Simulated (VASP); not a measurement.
# Ta5W in VASP: single point with PBEsol

Aim: the single point of Ta5W with PBEsol.

Everything below comes from runs of VASP 6.6.1. Logs are shortened: lines on timing, memory, paths and dates and some standing lists are left out, and cuts for length are marked.

### 1 The cell of the first run

The cell holds a slab with vacuum, 6 atoms: a = 4.968 Å, b = 5.087 Å, c = 18.868 Å, α = 90.00°, β = 90.00°, γ = 90.00°.

### 2 Single point, PBEsol

Contents of INCAR:

```
SYSTEM = Ta5W
PREC = Accurate
ENCUT = 520
EDIFF = 1E-7
ISMEAR = -1
SIGMA = 0.05
LREAL = .False.
LASPH = .True.
NELM = 100
ALGO = Normal
ISIF = 2
LWAVE = .False.
LCHARG = .True.
LDIPOL = .True.
IDIPOL = 3
DIPOL = 0.5 0.5 0.500
GGA = PS
LELF = .True.
LVHAR = .True.
LVACPOTAV = .True.
NBANDS = 44
```

Contents of KPOINTS:

```
Automatic mesh
0
Gamma
  8 7 1
  0 0 0
```

Contents of POSCAR:

```
Ta5W
1.0
    4.9676408003      0.0000000000      0.0000000000
    0.0000000000      5.0868250988      0.0000000000
    0.0000000000      0.0000000000     18.8681000000
W Ta
1 5
Direct
    0.3189631462      0.7500000000      0.4319942841
    0.6810368538      0.2500000000      0.4319942841
    0.8113262167      0.7500000000      0.4999999985
    0.1886737833      0.2500000000      0.4999999985
    0.3189631391      0.7500000000      0.5680057174
    0.6810368609      0.2500000000      0.5680057174
```

Potentials or basis: VASP PAW PBE potentials, release 64 (W_sv, Ta_pv).

Launch:

```sh
> cat potpaw_PBE.64/W_sv/POTCAR potpaw_PBE.64/Ta_pv/POTCAR > POTCAR
> mpirun -np 1 vasp_std > vasp.out
```

OUTCAR:

```text
SYSTEM = Ta5W
   PREC = Accurate
   ENCUT = 520
   EDIFF = 1E-7
   ISMEAR = -1
   LREAL = .False.
   LASPH = .True.
   NELM = 100
   ISIF = 2
   GGA = PS

 ion  position               nearest neighbor table
   1  0.319  0.750  0.432-   5 2.57   3 2.76   3 2.83   4 2.92   4 2.92   2 3.12   2 3.12
   2  0.681  0.250  0.432-   6 2.57   4 2.76   4 2.83   3 2.92   3 2.92   1 3.12   1 3.12
   3  0.811  0.750  0.500-   1 2.76   5 2.76   1 2.83   5 2.83   2 2.92   2 2.92   6 2.92   6 2.92
                             4 3.16   4 3.16
   4  0.189  0.250  0.500-   2 2.76   6 2.76   2 2.83   6 2.83   1 2.92   1 2.92   5 2.92   5 2.92
                             3 3.16   3 3.16
   5  0.319  0.750  0.568-   1 2.57   3 2.76   3 2.83   4 2.92   4 2.92   6 3.12   6 3.12
   6  0.681  0.250  0.568-   2 2.57   4 2.76   4 2.83   3 2.92   3 2.92   5 3.12   5 3.12

  LATTYP: Found a simple orthorhombic cell.
 ALAT       =     4.9676408003
 B/A-ratio  =     1.0239921329
 C/A-ratio  =     3.7982013512

  Lattice vectors:

 A1 = (   4.9676408003,   0.0000000000,   0.0000000000)
 A2 = (   0.0000000000,   5.0868250988,   0.0000000000)
 A3 = (   0.0000000000,   0.0000000000,  18.8681000000)

Analysis of symmetry for initial positions (statically):
=====================================================================
 Subroutine PRICEL returns:
 Original cell was already a primitive cell.

 Routine SETGRP: Setting up the symmetry group for a
 simple orthorhombic supercell.

 Subroutine GETGRP returns: Found  2 space group operations
 (whereof  1 operations were pure point group operations)
 out of a pool of  8 trial point group operations.

The static configuration has the point symmetry C_1 .
 The point group associated with its full space group is C_1h.

Analysis of symmetry for dynamics (positions and initial velocities):
=====================================================================
 Subroutine PRICEL returns:
 Original cell was already a primitive cell.

 Routine SETGRP: Setting up the symmetry group for a
 simple orthorhombic supercell.

 Subroutine GETGRP returns: Found  2 space group operations
 (whereof  1 operations were pure point group operations)
 out of a pool of  8 trial point group operations.

The dynamic configuration has the point symmetry C_1 .
 The point group associated with its full space group is C_1h.

 Subroutine INISYM returns: Found  2 space group operations
 (whereof  1 operations are pure point group operations),
 and found     1 'primitive' translations

----------------------------------------------------------------------------------------

                                     Primitive cell

  volume of cell :     476.7878

  direct lattice vectors                    reciprocal lattice vectors
     4.967640800  0.000000000  0.000000000     0.201302799  0.000000000  0.000000000
     0.000000000  5.086825099  0.000000000     0.000000000  0.196586275  0.000000000
     0.000000000  0.000000000 18.868100000     0.000000000  0.000000000  0.052999507

  length of vectors
     4.967640800  5.086825099 18.868100000     0.201302799  0.196586275  0.052999507

  position of ions in fractional coordinates (direct lattice)
     0.318963146  0.750000000  0.431994284
     0.681036854  0.250000000  0.431994284
     0.811326217  0.750000000  0.499999999
     0.188673783  0.250000000  0.499999999
     0.318963139  0.750000000  0.568005717
     0.681036861  0.250000000  0.568005717

  ion indices of the primitive-cell ions
   primitive index   ion index
                 1           1
                 2           2
                 3           3
                 4           4
                 5           5
                 6           6

----------------------------------------------------------------------------------------

 KPOINTS: Automatic mesh

Automatic generation of k-mesh.
 Grid dimensions read from file:
 generate k-points for:    8    7    1

 Generating k-lattice:

  Cartesian coordinates                     Fractional coordinates (reciprocal lattice)
     0.025162850  0.000000000  0.000000000     0.125000000  0.000000000  0.000000000
     0.000000000  0.028083754  0.000000000     0.000000000  0.142857143  0.000000000
     0.000000000  0.000000000  0.052999507     0.000000000  0.000000000  1.000000000

  Length of vectors
     0.025162850  0.028083754  0.052999507

  Shift w.r.t. Gamma in fractional coordinates (k-lattice)
     0.000000000  0.000000000  0.000000000

 Subroutine IBZKPT returns following result:
 ===========================================

 Found     20 irreducible k-points:

 Following reciprocal coordinates:
            Coordinates               Weight
  0.000000  0.000000  0.000000      1.000000
  0.125000  0.000000  0.000000      2.000000
  0.250000  0.000000  0.000000      2.000000
  0.375000  0.000000  0.000000      2.000000
  0.500000  0.000000  0.000000      1.000000
  0.000000  0.142857  0.000000      2.000000
[... 12 lines left out ...]
  0.375000  0.428571  0.000000      4.000000
  0.500000  0.428571  0.000000      2.000000
   k-points           NKPTS =     20   k-points in BZ     NKDIM =     20   number of bands    NBANDS=     44
   number of dos      NEDOS =    301   number of ions     NIONS =      6
   total plane-waves  NPLWV = 224000
   dimension x,y,z NGX =    40 NGY =   40 NGZ =  140
   dimension x,y,z NGXF=    80 NGYF=   80 NGZF=  280
   ions per type =               1   5
   NGX,Y,Z   is equivalent  to a cutoff of  13.39, 13.07, 12.34 a.u.
   NGXF,Y,Z  is equivalent  to a cutoff of  26.77, 26.15, 24.67 a.u.
 SYSTEM =  Ta5W
   PREC   = accura    normal or accurate (medium, high low for compatibility)
   ISTART =      0    job   : 0-new  1-cont  2-samecut
   ICHARG =      2    charge: 1-file 2-atom 10-const
   ISPIN  =      1    spin polarized calculation?
   LNONCOLLINEAR =      F non collinear calculations
   LSORBIT =      F    spin-orbit coupling
   LASPH  =      T    aspherical Exc in radial PAW
   ENCUT  =  520.0 eV  38.22 Ry    6.18 a.u.   9.24  9.46 35.08*2*pi/ulx,y,z
   NELM   =    100;   NELMIN=  2; NELMDL= -5     # of ELM steps
   EDIFF  = 0.1E-06   stopping-criterion for ELM
   LREAL  =      F    real-space projection
   EDIFFG = 0.1E-05   stopping-criterion for IOM
   NSW    =      0    number of steps for IOM
   IBRION =     -1    ionic relax: 0-MD 1-quasi-New 2-CG
   NFREE  =      0    steps in history (QN), initial steepest desc. (CG)
   ISIF   =      2    stress and relaxation
   ISYM   =      2    0-nonsym 1-usesym 2-fastsym
   POTIM  = 0.5000    time-step for ionic-motion
   TEBEG  =    0.0;   TEEND  =   0.0 temperature during run
   PSTRESS=    0.0 pullay stress
   NELECT =      69.0000    total number of electrons
   NUPDOWN=      -1.0000    fix difference up-down
   EMIN   =  10.00;   EMAX   =-10.00  energy-range for DOS
   EFERMI =   0.00;   METHOD = LEGACY
   ISMEAR =    -1;   SIGMA  =   0.05  broadening in eV -4-tet -1-fermi 0-gaus
   EFERMI_NEDOS =   21; number of points for ismear=-14 and -15
   IALGO  =     38    algorithm
   IMIX   =      4    mixing-type and parameters
     AMIX     =   0.40;   BMIX     =  1.00
     AMIX_MAG =   1.60;   BMIX_MAG =  1.00
  volume/ion in A,a.u.               =      79.46       536.25
  Fermi-wavevector in a.u.,A,eV,Ry     =   0.859507  1.624233 10.051338  0.738752
  Thomas-Fermi vector in A             =   1.976872
   LORBIT       =      0    0 simple, 1 ext, 2 COOP (PROOUT), +10 PAW based schemes
   GGA     = PS    functional components
   LHFCALC =     F    Hartree Fock is set to
   AEXX    =    0.0000 exact exchange contribution
   IVDW    =     0    specifies the selected vdW correction
   LEPSILON=     F    determine dielectric tensor
   LRPA    =     F    only Hartree local field effects (RPA)
 non-spin polarized calculation
  energy-cutoff  :      520.00
  volume of cell :      476.79
 maximum number of plane-waves:     12886
 NGX is ok and might be reduce to    40
   NGX = 19   NGY = 19   NGZ = 71

 dipolmoment           0.000000      0.000000      0.157595 electrons x Angstroem

 number of electron      69.0000004 magnetization

 dipolmoment           0.000000      0.000000     -0.025465 electrons x Angstroem

 Free energy of the ion-electron system (eV)
  ---------------------------------------------------
  ext. energy  EPLUGINS =         0.00000000
  ---------------------------------------------------
  free energy    TOTEN  =       -66.82012883 eV

  energy without entropy =      -66.72449314  energy(sigma->0) =      -66.77231099

 E-fermi :  -1.4138     XC(G=0):  -4.0428

 val. band max:       -1.4172764685   @ k =   0.0000   0.2857   0.0000
 cond. band min:      -1.4118189375   @ k =   0.0000   0.1429   0.0000
 fundamental gap:      0.0054575310
 Fermi energy:        -1.4138488999

 k-point     1 :       0.0000    0.0000    0.0000
  band No.  band energies     occupation
      1     -75.1850      2.00000
      2     -39.5744      2.00000
      3     -39.3329      2.00000
      4     -39.3313      2.00000
      5     -36.2264      2.00000
      6     -36.1172      2.00000
[... 36 lines left out ...]
     43       0.2910      0.00000
     44       0.3309      0.00000

 k-point     2 :       0.1250    0.0000    0.0000
  band No.  band energies     occupation
      1     -75.1850      2.00000
      2     -39.5757      2.00000
      3     -39.3312      2.00000
      4     -39.3306      2.00000
      5     -36.2562      2.00000
      6     -36.0675      2.00000
[... 36 lines left out ...]
     43       0.3552      0.00000
     44       0.6163      0.00000

 k-point     3 :       0.2500    0.0000    0.0000
  band No.  band energies     occupation
      1     -75.1850      2.00000
      2     -39.5787      2.00000
      3     -39.3309      2.00000
      4     -39.3250      2.00000
      5     -36.2929      2.00000
      6     -36.0102      2.00000
[... 788 lines left out ...]
     43       0.9994      0.00000
     44       1.2632      0.00000

 k-point    20 :       0.5000    0.4286    0.0000
  band No.  band energies     occupation
      1     -75.1851      2.00000
      2     -39.5854      2.00000
      3     -39.3249      2.00000
      4     -39.3192      2.00000
      5     -36.3679      2.00000
      6     -36.0174      2.00000
[... 36 lines left out ...]
     43       0.9870      0.00000
     44       1.3871      0.00000

------------------------ aborting loop because EDIFF is reached ----------------------------------------

  FORCE on cell =-STRESS in cart. coord.  units (eV):
  Direction    XX          YY          ZZ          XY          YZ          ZX
  --------------------------------------------------------------------------------------
  -------------------------------------------------------------------------------------
  Total      -11.0863338    -14.2982220     -3.5471236      0.0000000      0.0000000      0.5100375
  in kB      -37.2540398    -48.0471308    -11.9196016      0.0000000      0.0000000      1.7139082
  external PRESSURE =     -32.4069240 kB  Pullay stress =       0.0000000 kB

 VOLUME and BASIS-vectors are now :
 -----------------------------------------------------------------------------
  energy-cutoff  :      520.00
  volume of cell :      476.79
      direct lattice vectors                 reciprocal lattice vectors
     4.967640800  0.000000000  0.000000000     0.201302799  0.000000000  0.000000000
     0.000000000  5.086825099  0.000000000     0.000000000  0.196586275  0.000000000
     0.000000000  0.000000000 18.868100000     0.000000000  0.000000000  0.052999507

 POSITION                                       TOTAL-FORCE (eV/Angst)
 -----------------------------------------------------------------------------------
      1.58449      3.81512      8.15091         0.153240      0.000000      2.050812
      3.38315      1.27171      8.15091        -0.353540      0.000000     -0.226978
      4.03038      3.81512      9.43405        -0.255847      0.000000     -0.513337
      0.93726      1.27171      9.43405         0.259062      0.000000     -0.395782
      1.58449      3.81512     10.71719        -0.018859      0.000000     -1.086381
      3.38315      1.27171     10.71719         0.215944      0.000000      0.171667
 -----------------------------------------------------------------------------------
    total drift:                                0.000076      0.000000     -0.000205

  FREE ENERGIE OF THE ION-ELECTRON SYSTEM (eV)
  ---------------------------------------------------
  free  energy   TOTEN  =       -66.8201288278 eV

  energy  without entropy=      -66.7244931436  energy(sigma->0) =      -66.77231099

 vacuum level on the upper side and lower side of the slab         2.323         2.506
```

Run time: 18 min. Hardware: 1 thread of Intel Xeon Platinum 8259CL at 2.50GHz (Skylake/Cascade Lake), shared host; peak memory 0.71 GiB.

What came out:

```yaml
Free_energy: -66.8201 eV
Largest_force: 2.057 eV/Å
Band_gap_on_the_k_mesh: zero (an odd number of electrons rules out a gap without spin polarisation)
```

Forces in eV/Å, atoms in the order of the input:
```
W    0.153  0.000  2.051
Ta  -0.354  0.000 -0.227
Ta  -0.256  0.000 -0.513
Ta   0.259  0.000 -0.396
Ta  -0.019  0.000 -1.086
Ta   0.216  0.000  0.172
```

Caveat: the PAW data sets were made with another functional, which shifts forces and pressure a little; spin-orbit coupling is left out, which moves the levels of the heavy elements.
